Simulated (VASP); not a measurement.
Here is a VASP 6.6.1 calculation.

Contents of INCAR:

```
ALGO = Normal
EDIFF = 1E-6
ENCUT = 520
GGA = PE
ISIF = 2
ISMEAR = -1
IVDW = 12
LASPH = T
LCHARG = T
LELF = T
LREAL = Auto
LVHAR = T
LWAVE = F
NBANDS = 108
NELM = 80
PREC = Accurate
SIGMA = 0.05
```

File KPOINTS:

```
k-points
0
Gamma
  1 1 1
```

Contents of POSCAR:

```
H2C3F4
1.0
    8.0166320000      0.0000000000      0.0000000000
    0.0000000000      8.0166320000      0.0000000000
    0.0000000000      0.0000000000      8.0166320000
C H F
12 8 16
Direct
    0.8015585598      0.2074437245      0.3733488078
    0.8151303440      0.3309369820      0.4629250788
    0.2200674797      0.8393175588      0.8147935442
    0.3419266345      0.9105320040      0.8655754686
    0.8210305774      0.7765231085      0.1375764785
    0.7352214746      0.7190176623      0.0292891079
    0.5911584815      0.3011988077      0.0913351143
    0.6356534764      0.2458389009     -0.0390937241
    0.3335690100      0.2133190098      0.4732660798
    0.5776116454      0.7000945035      0.5509545655
    0.0366987034      0.2015434911      0.9497379947
    0.2226496115      0.6749717338      0.2078304206
    0.8500951522      0.4271868785      0.5470501827
    0.7917664176      0.0883039162      0.3159306801
    0.4138271533      0.9624615425      0.9546278287
    0.1223581175      0.7872383315      0.7475333781
    0.6429882275      0.6443728488     -0.0320832988
    0.9305404065      0.8233258057      0.1970777753
    0.6520568738      0.2123460326     -0.1677387711
    0.5460023611      0.3245128378      0.2105747152
    0.4557150684      0.1084869556      0.5089543838
    0.2541591032      0.1802128375      0.3285170131
    0.2105871892      0.2321922723      0.5815659244
    0.4031743006      0.3675234188      0.4570872157
    0.6239528021      0.5951127606      0.4403345445
    0.5659234452      0.6147968374      0.6919239900
    0.6836287359      0.8241989903      0.5793829628
    0.4286089221      0.7762237309      0.5086799544
   -0.0320832988      0.3324463441      1.0310564337
   -0.0224408455      0.0642663902      1.0223121131
   -0.0070852697      0.1983127079      0.7930013502
    0.1985746633      0.2039884081      0.9610769211
    0.2049738593      0.8374090266      0.2416850368
    0.1389735739      0.5845721744      0.3233901718
    0.1684373188      0.6515454370      0.0479378372
    0.3901389012      0.6347054474      0.1913397048
```

Potentials or basis: VASP PAW PBE potentials, release 64 (C, H, F).

Launch:

```bash
$ cat potpaw_PBE.64/C/POTCAR potpaw_PBE.64/H/POTCAR potpaw_PBE.64/F/POTCAR > POTCAR
$ mpirun -np 1 vasp_gam > vasp.out
```

Q: Estimate the dispersion energy per atom.

A: -0.043 eV.

Q: Estimate the band gap on the k mesh.

A: 5.51 eV.

Forces in eV/Å, atoms in the order of the input:
```
C    0.365  1.611  1.770
C    0.367 -2.172 -1.138
C    0.659  0.575 -0.672
C   -1.481 -0.967 -0.978
C    1.196  0.463  0.290
C   -1.178 -0.874 -0.223
C   -0.444 -0.063  0.573
C   -0.100 -0.395 -2.165
C   -0.678  2.022 -1.135
C   -1.712  1.730  1.329
C   -1.070  0.060  1.336
C    1.070 -0.228 -2.011
H   -0.089  0.289  0.043
H   -0.164 -0.115 -0.426
H    2.169  1.339  1.669
H   -1.024 -0.643 -0.574
H    0.009  0.182 -0.281
H   -0.268  0.236  0.356
H    0.284 -0.082  0.150
H   -0.236  0.564  1.059
F   -0.608 -0.491  0.292
F    0.701 -0.821 -0.545
F    0.182 -0.813  1.406
F    0.346  0.055 -0.094
F    0.843 -0.590 -2.483
F   -0.807 -0.554  1.384
F    1.111  0.660 -0.421
F    0.616 -0.979  0.123
F    0.494  0.393 -0.333
F   -0.220 -0.937  0.544
F   -0.796  0.388 -1.641
F    1.706  0.595  0.366
F    0.150  0.056  0.520
F    0.749  0.251 -0.816
F   -0.977 -0.861  1.416
F   -1.164  0.114  1.309
```

Caveat: the k points lie up to 0.78 Å⁻¹ apart; the atoms stand as in a frame of molecular dynamics.
